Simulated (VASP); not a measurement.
Set up this calculation in VASP 6.6.1, as the native input.

```yaml
Task: single point
Functional: PBEsol
Potentials_or_basis: VASP PAW PBE potentials, release 64 (I, Mg)
Cutoff: 520 eV
k_mesh: 8 × 8 × 4
Occupations: fermi-dirac, width 0.05 eV
Spin: no spin polarisation
Dipole_correction: no
Further_INCAR_settings: ALGO = Normal; EDIFF = 1e-07; NBANDS = 15
```

The structure of MgI2 lies in POSCAR:

```
MgI2
1.0
    4.1122139279      0.0000000000      0.0000000000
   -2.0561069639      3.5612817274      0.0000000000
    0.0000000000      0.0000000000      6.8338241120
I Mg
2 1
Direct
    0.6666666667      0.3333333333      0.7500000000
    0.3333333333      0.6666666667      0.2500000000
    0.0000000000      0.0000000000      0.0000000000
```

This cell differs from its parent crystal: volume scaled by 0.98.

One way to write it, as run:

INCAR

```
SYSTEM = MgI2
PREC = Accurate
ENCUT = 520
EDIFF = 1E-7
ISMEAR = -1
SIGMA = 0.05
LREAL = .False.
LASPH = .True.
NELM = 100
ALGO = Normal
ISIF = 2
LWAVE = .False.
LCHARG = .True.
GGA = PS
LELF = .True.
LVHAR = .True.
NBANDS = 15
```

KPOINTS

```
regular mesh
0
Gamma
  8 8 4
  0 0 0
```

Potentials or basis: VASP PAW PBE potentials, release 64 (I, Mg).

Launch:

```bash
$ cat potpaw_PBE.64/I/POTCAR potpaw_PBE.64/Mg/POTCAR > POTCAR
$ mpirun -np 1 vasp_std > vasp.out
```

Results of the run:

The pressure is -0.2 GPa. The largest force is 0.212 eV/Å and the band gap on the k mesh is 3.44 eV, indirect (least direct gap 3.59 eV).

Caveat: the PAW data sets were made with another functional, which shifts forces and pressure a little; spin-orbit coupling is left out, which moves the levels of the heavy elements; this functional lacks dispersion, which binds the layers, so the pressure and a relaxed spacing across them are unreliable.

Run time: 46 s on 1 thread of AMD EPYC 7R43 64-Core Processor (Zen 3), with other jobs on the host, peak memory 0.2 GiB.
